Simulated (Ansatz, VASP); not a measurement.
**One calculation of NiO, two programs**

```
Ni O
1.0
     0.00000    2.10004    2.10004
     2.10004    0.00000    2.10004
     4.18446    2.08442   -2.08442
Ni O
2 2
Direct
  0.00000 0.00000 0.00000
  0.50000 0.00000 0.50000
  0.75000 0.50000 0.25000
  0.25000 0.50000 0.75000
```

Alike in both runs: task electric field gradients; functional PBE; k mesh 14 × 14 × 14; occupations gaussian, width 0.05 eV; collinear spin.

|  | VASP | Ansatz |
| --- | --- | --- |
| version | VASP 6.6.1 | Ansatz 0.2.0 |
| potentials or method | VASP PAW PBE potentials, release 64 (Ni, O), cutoff 520 eV | scalar-relativistic, plane waves, PAW |
| valence electrons in the cell | 32 | 48 |

```csv
,VASP,Ansatz,Ansatz less VASP
gap on the k mesh at the Fermi level (eV),0.92,0.94,+0.028
least direct gap on the mesh (eV),1.12,1.13,+0.014
pressure (GPa),-0.1,0.0,+0.13
net moment per atom (μB),0.00,0.00,0.000
size of the moment on the site where the two differ most (μB),1.35,1.37,+0.021
```

Site moments also hang on the region over which each program counts them. VASP's potentials hold 32 valence electrons a cell and Ansatz's 48, so a difference there can come from the potentials and not from the codes. Ansatz's warnings: stability check not made.
